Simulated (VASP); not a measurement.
# As3Ru (P6_3/mmc) in VASP: relaxation of cell and atoms with PBE

Aim: the relaxation of cell and atoms of As3Ru with PBE.

All numbers are computed with VASP 6.6.1; they aren't measurements. Logs are shortened: lines on timing, memory, paths and dates and some standing lists are left out, and cuts for length are marked.

### Step 1. The cell of the first run

The structure is hexagonal, space group P6_3/mmc (No. 194). Conventional cell: a = 6.303 Å, b = 6.303 Å, c = 4.282 Å, α = 90.00°, β = 90.00°, γ = 120.00°. Within 3.5 Å of As (site symmetry mm2) lie 4 Ru at 2.63 to 3.17 Å and 6 As at 2.64 to 3.01 Å. Within 3.5 Å of Ru (site symmetry -6m2) lie 12 As at 2.63 to 3.17 Å.

### Step 2. Relaxation of cell and atoms, PBE

The input, INCAR:

```
SYSTEM = As3Ru
  PREC = Accurate
  ENCUT = 600
  EDIFF = 1E-6
  ISMEAR = 0
  SIGMA = 0.1
  LREAL = .FALSE.
  LASPH = .TRUE.
  NELM = 100
  ALGO = Normal
  ISIF = 3
  LWAVE = .FALSE.
  LCHARG = .FALSE.
  GGA = PE
  IBRION = 2
  NSW = 100
  EDIFFG = -0.01
```

The input, KPOINTS:

```
Automatic mesh
0
G
  9 9 8
  0 0 0
```

The input, POSCAR:

```
As3Ru
1.0
    6.3031377806      0.0000000000      0.0000000000
   -3.1515688903      5.4586774415      0.0000000000
    0.0000000000      0.0000000000      4.2819591951
As Ru
6 2
Direct
    0.8061670852      0.6123341704      0.2500000000
    0.1938329148      0.8061670852      0.7500000000
    0.3876658296      0.1938329148      0.2500000000
    0.1938329148      0.3876658296      0.7500000000
    0.8061670852      0.1938329148      0.2500000000
    0.6123341704      0.8061670852      0.7500000000
    0.3333333333      0.6666666667      0.2500000000
    0.6666666667      0.3333333333      0.7500000000
```

Potentials or basis: VASP PAW PBE potentials, release 64 (As, Ru_pv).

Run with:

```
$ cat potpaw_PBE.64/As/POTCAR potpaw_PBE.64/Ru_pv/POTCAR > POTCAR
$ mpirun -np 1 vasp_std > vasp.out
```

OUTCAR:

```text
SYSTEM = As3Ru
   PREC = Accurate
   ENCUT = 600
   EDIFF = 1E-6
   ISMEAR = 0
   LREAL = .FALSE.
   LASPH = .TRUE.
   NELM = 100
   ISIF = 3
   GGA = PE
   IBRION = 2
   NSW = 100
   EDIFFG = -0.01

 ion  position               nearest neighbor table
   1  0.806  0.612  0.250-   8 2.63   8 2.63   3 2.64   5 2.64
   2  0.194  0.806  0.750-   7 2.63   7 2.63   4 2.64   6 2.64
   3  0.388  0.194  0.250-   8 2.63   8 2.63   1 2.64   5 2.64
   4  0.194  0.388  0.750-   7 2.63   7 2.63   2 2.64   6 2.64
   5  0.806  0.194  0.250-   8 2.63   8 2.63   1 2.64   3 2.64
   6  0.612  0.806  0.750-   7 2.63   7 2.63   4 2.64   2 2.64
   7  0.333  0.667  0.250-   2 2.63   2 2.63   4 2.63   4 2.63   6 2.63   6 2.63
   8  0.667  0.333  0.750-   5 2.63   5 2.63   1 2.63   1 2.63   3 2.63   3 2.63

  LATTYP: Found a hexagonal cell.
 ALAT       =     6.3031377806
 C/A-ratio  =     0.6793377115

  Lattice vectors:

 A1 = (   6.3031377806,   0.0000000000,   0.0000000000)
 A2 = (  -3.1515688903,   5.4586774415,   0.0000000000)
 A3 = (   0.0000000000,   0.0000000000,   4.2819591951)

Analysis of symmetry for initial positions (statically):
=====================================================================
 Subroutine PRICEL returns:
 Original cell was already a primitive cell.

 Routine SETGRP: Setting up the symmetry group for a
 hexagonal supercell.

 Subroutine GETGRP returns: Found 24 space group operations
 (whereof 12 operations were pure point group operations)
 out of a pool of 24 trial point group operations.

The static configuration has the point symmetry D_3d.
 The point group associated with its full space group is D_6h.

Analysis of symmetry for dynamics (positions and initial velocities):
=====================================================================
 Subroutine PRICEL returns:
 Original cell was already a primitive cell.

 Routine SETGRP: Setting up the symmetry group for a
 hexagonal supercell.

 Subroutine GETGRP returns: Found 24 space group operations
 (whereof 12 operations were pure point group operations)
 out of a pool of 24 trial point group operations.

The dynamic configuration has the point symmetry D_3d.
 The point group associated with its full space group is D_6h.

 Subroutine INISYM returns: Found 24 space group operations
 (whereof 12 operations are pure point group operations),
 and found     1 'primitive' translations

----------------------------------------------------------------------------------------

                                     Primitive cell

  volume of cell :     147.3285

  direct lattice vectors                    reciprocal lattice vectors
     6.303137781  0.000000000  0.000000000     0.158651141  0.091597279  0.000000000
    -3.151568890  5.458677441  0.000000000     0.000000000  0.183194558  0.000000000
     0.000000000  0.000000000  4.281959195     0.000000000  0.000000000  0.233537956

  length of vectors
     6.303137781  6.303137781  4.281959195     0.183194558  0.183194558  0.233537956

  position of ions in fractional coordinates (direct lattice)
     0.806167085  0.612334170  0.250000000
     0.193832915  0.806167085  0.750000000
     0.387665830  0.193832915  0.250000000
     0.193832915  0.387665830  0.750000000
     0.806167085  0.193832915  0.250000000
     0.612334170  0.806167085  0.750000000
     0.333333333  0.666666667  0.250000000
     0.666666667  0.333333333  0.750000000

  ion indices of the primitive-cell ions
   primitive index   ion index
                 1           1
                 2           2
                 3           3
                 4           4
                 5           5
                 6           6
                 7           7
                 8           8

----------------------------------------------------------------------------------------

 KPOINTS: Automatic mesh

Automatic generation of k-mesh.
 Grid dimensions read from file:
 generate k-points for:    9    9    8

 Generating k-lattice:

  Cartesian coordinates                     Fractional coordinates (reciprocal lattice)
     0.017627905  0.010177475  0.000000000     0.111111111  0.000000000  0.000000000
     0.000000000  0.020354951  0.000000000     0.000000000  0.111111111  0.000000000
     0.000000000  0.000000000  0.029192245     0.000000000  0.000000000  0.125000000

  Length of vectors
     0.020354951  0.020354951  0.029192245

  Shift w.r.t. Gamma in fractional coordinates (k-lattice)
     0.000000000  0.000000000  0.000000000

 Subroutine IBZKPT returns following result:
 ===========================================

 Found     60 irreducible k-points:

 Following reciprocal coordinates:
            Coordinates               Weight
  0.000000  0.000000  0.000000      1.000000
  0.111111 -0.000000  0.000000      6.000000
  0.222222  0.000000  0.000000      6.000000
  0.333333  0.000000  0.000000      6.000000
  0.444444  0.000000  0.000000      6.000000
  0.111111  0.111111  0.000000      6.000000
[... 16 lines left out ...]
  0.333333  0.222222  0.125000     24.000000
  0.333333  0.333333  0.125000      4.000000
 [... further k-points ...]
   k-points           NKPTS =     60   k-points in BZ     NKDIM =     60   number of bands    NBANDS=     34
   number of dos      NEDOS =    301   number of ions     NIONS =      8
   total plane-waves  NPLWV =  90000
   dimension x,y,z NGX =    50 NGY =   50 NGZ =   36
   dimension x,y,z NGXF=   100 NGYF=  100 NGZF=   72
   ions per type =               6   2
   NGX,Y,Z   is equivalent  to a cutoff of  13.19, 13.19, 13.98 a.u.
   NGXF,Y,Z  is equivalent  to a cutoff of  26.38, 26.38, 27.95 a.u.
 SYSTEM =  As3Ru
   PREC   = accura    normal or accurate (medium, high low for compatibility)
   ISTART =      0    job   : 0-new  1-cont  2-samecut
   ICHARG =      2    charge: 1-file 2-atom 10-const
   ISPIN  =      1    spin polarized calculation?
   LNONCOLLINEAR =      F non collinear calculations
   LSORBIT =      F    spin-orbit coupling
   LASPH  =      T    aspherical Exc in radial PAW
   ENCUT  =  600.0 eV  44.10 Ry    6.64 a.u.  12.59 12.59  8.55*2*pi/ulx,y,z
   NELM   =    100;   NELMIN=  2; NELMDL= -5     # of ELM steps
   EDIFF  = 0.1E-05   stopping-criterion for ELM
   LREAL  =      F    real-space projection
   EDIFFG = -.1E-01   stopping-criterion for IOM
   NSW    =    100    number of steps for IOM
   IBRION =      2    ionic relax: 0-MD 1-quasi-New 2-CG
   NFREE  =      1    steps in history (QN), initial steepest desc. (CG)
   ISIF   =      3    stress and relaxation
   ISYM   =      2    0-nonsym 1-usesym 2-fastsym
   POTIM  = 0.5000    time-step for ionic-motion
   TEBEG  =    0.0;   TEEND  =   0.0 temperature during run
   PSTRESS=    0.0 pullay stress
   NELECT =      58.0000    total number of electrons
   NUPDOWN=      -1.0000    fix difference up-down
   EMIN   =  10.00;   EMAX   =-10.00  energy-range for DOS
   EFERMI =   0.00;   METHOD = LEGACY
   ISMEAR =     0;   SIGMA  =   0.10  broadening in eV -4-tet -1-fermi 0-gaus
   EFERMI_NEDOS =   21; number of points for ismear=-14 and -15
   IALGO  =     38    algorithm
   IMIX   =      4    mixing-type and parameters
     AMIX     =   0.40;   BMIX     =  1.00
     AMIX_MAG =   1.60;   BMIX_MAG =  1.00
  volume/ion in A,a.u.               =      18.42       124.28
  Fermi-wavevector in a.u.,A,eV,Ry     =   1.199836  2.267361 19.587036  1.439607
  Thomas-Fermi vector in A             =   2.335688
   LORBIT       =      0    0 simple, 1 ext, 2 COOP (PROOUT), +10 PAW based schemes
   GGA     = PE    functional components
   LHFCALC =     F    Hartree Fock is set to
   AEXX    =    0.0000 exact exchange contribution
   IVDW    =     0    specifies the selected vdW correction
   LEPSILON=     F    determine dielectric tensor
   LRPA    =     F    only Hartree local field effects (RPA)
 conjugate gradient relaxation of ions
 non-spin polarized calculation
 Gauss-broadening in eV      SIGMA  =   0.10
  energy-cutoff  :      600.00
  volume of cell :      147.33
 maximum number of plane-waves:      4973
   NGX = 25   NGY = 25   NGZ = 17

--------------------------------------- Ionic step        1  -------------------------------------------

 number of electron      57.9999997 magnetization

 Free energy of the ion-electron system (eV)
  ---------------------------------------------------
  ext. energy  EPLUGINS =         0.00000000
  ---------------------------------------------------
  free energy    TOTEN  =       -44.06950414 eV

  energy without entropy =      -44.05060250  energy(sigma->0) =      -44.06005332

------------------------ aborting loop because EDIFF is reached ----------------------------------------

  FORCE on cell =-STRESS in cart. coord.  units (eV):
  Direction    XX          YY          ZZ          XY          YZ          ZX
  --------------------------------------------------------------------------------------
  -------------------------------------------------------------------------------------
  Total        1.1957654      1.1957654     -0.4415519      0.0000000     -0.0000000      0.0000000
  in kB       13.0037858     13.0037858     -4.8018165      0.0000000     -0.0000000      0.0000000
  external PRESSURE =       7.0685850 kB  Pullay stress =       0.0000000 kB
[... 107 lines left out ...]
  FREE ENERGIE OF THE ION-ELECTRON SYSTEM (eV)
  ---------------------------------------------------
  free  energy   TOTEN  =       -44.0786456773 eV

  energy  without entropy=      -44.0583783500  energy(sigma->0) =      -44.06851201

[... ionic steps 4 to 18 ...]

--------------------------------------- Ionic step       19  -------------------------------------------

 number of electron      57.9999997 magnetization

------------------------ aborting loop because EDIFF is reached ----------------------------------------
[... 79 lines left out ...]
--------------------------------------- Ionic step       21  -------------------------------------------

 number of electron      57.9999997 magnetization

 Free energy of the ion-electron system (eV)
  ---------------------------------------------------
  ext. energy  EPLUGINS =         0.00000000
  ---------------------------------------------------
  free energy    TOTEN  =       -44.09973391 eV

  energy without entropy =      -44.07148313  energy(sigma->0) =      -44.08560852

 E-fermi :   6.3619     XC(G=0): -10.8248

 val. band max:        6.3615768638   @ k =   0.2222   0.2222   0.1250
 cond. band min:       6.3770408198   @ k =   0.2222   0.2222   0.2500
 fundamental gap:      0.0154639560
 Fermi energy:         6.3619142224

 k-point     1 :       0.0000    0.0000    0.0000
  band No.  band energies     occupation
      1     -36.0079      2.00000
      2     -36.0066      2.00000
      3     -35.6458      2.00000
      4     -35.6458      2.00000
      5     -35.6432      2.00000
      6     -35.6432      2.00000
[... 877 lines left out ...]
     33       7.8952      0.00000
     34       7.8952      0.00000

 [... further k-points ...]

------------------------ aborting loop because EDIFF is reached ----------------------------------------

  FORCE on cell =-STRESS in cart. coord.  units (eV):
  Direction    XX          YY          ZZ          XY          YZ          ZX
  --------------------------------------------------------------------------------------
  -------------------------------------------------------------------------------------
  Total       -0.0214614     -0.0214614      0.0674615      0.0000000     -0.0000000      0.0000000
  in kB       -0.2233122     -0.2233122      0.7019583      0.0000000     -0.0000000      0.0000000
  external PRESSURE =       0.0851113 kB  Pullay stress =       0.0000000 kB
[... 23 lines left out ...]
  FREE ENERGIE OF THE ION-ELECTRON SYSTEM (eV)
  ---------------------------------------------------
  free  energy   TOTEN  =       -44.0997339065 eV

  energy  without entropy=      -44.0714831254  energy(sigma->0) =      -44.08560852

 reached required accuracy - stopping structural energy minimisation
```

Wall time 35 min (1 thread of AMD EPYC 9R45 (Zen 5), shared host); peak memory 0.48 GiB.

What came out:

```
Free energy                            : -44.0997 eV
Relaxed volume                         : 19.25 Å³/atom
Relaxed cell                           : a = 6.567 Å, b = 6.567 Å, c = 4.123 Å, α = 90.00°, β = 90.00°, γ = 120.00°
Space group after relaxing (to 0.05 Å) : P6_3/mmc (No. 194)
Energy gained by relaxing              : 3.8 meV/atom
Ionic steps                            : 21
Pressure after relaxing                : 0.0 GPa
Band gap on the k mesh                 : zero (band 29 reaches 6.97 eV, above the bottom of band 30 at 5.42 eV)
```

Stress tensor (GPa, compression positive):
```
-0.02  0.00  0.00
 0.00 -0.02  0.00
 0.00  0.00  0.07
```

Step by step:
| step | energy change (eV) | largest force (eV/Å) | pressure (GPa) | volume (Å³) |
| --- | --- | --- | --- | --- |
| 1 | 0.0000 | 0.0975 | 0.71 | 147.33 |
| 2 | -0.0090 | 0.0904 | -0.69 | 149.06 |
| 3 | -0.0091 | 0.0707 | -0.55 | 148.87 |
| 4 | -0.0170 | 0.0642 | 0.05 | 148.50 |
| 5 | -0.0183 | 0.0532 | 0.39 | 148.30 |
| 6 | -0.0211 | 0.0781 | 0.03 | 149.18 |
| 7 | -0.0227 | 0.1088 | -0.41 | 150.36 |
| 8 | -0.0243 | 0.0938 | -0.31 | 150.54 |
| 9 | -0.0270 | 0.0550 | -0.01 | 150.97 |
| 10 | -0.0279 | 0.0259 | 0.61 | 151.81 |
| 11 | -0.0283 | 0.0037 | 0.38 | 151.51 |
| 12 | -0.0294 | 0.0089 | 0.22 | 152.33 |
| 13 | -0.0299 | 0.0166 | 0.01 | 153.43 |
| 14 | -0.0300 | 0.0189 | -0.07 | 153.72 |
| 15 | -0.0300 | 0.0181 | -0.02 | 153.60 |
| 16 | -0.0300 | 0.0183 | -0.04 | 153.64 |
| 17 | -0.0301 | 0.0101 | 0.01 | 153.71 |
| 18 | -0.0301 | 0.0056 | 0.04 | 153.74 |
| 19 | -0.0302 | 0.0033 | 0.10 | 153.81 |
| 20 | -0.0302 | 0.0006 | 0.08 | 153.78 |
| 21 | -0.0302 | 0.0019 | 0.01 | 153.98 |

Final structure:
```
As Ru
1.0
     6.56713    0.00000    0.00000
    -3.28357    5.68731    0.00000
     0.00000    0.00000    4.12262
As Ru
6 2
Direct
  0.80264 0.60527 0.25000
  0.19736 0.80264 0.75000
  0.39473 0.19736 0.25000
  0.19736 0.39473 0.75000
  0.80264 0.19736 0.25000
  0.60528 0.80264 0.75000
  0.33333 0.66667 0.25000
  0.66667 0.33333 0.75000
```
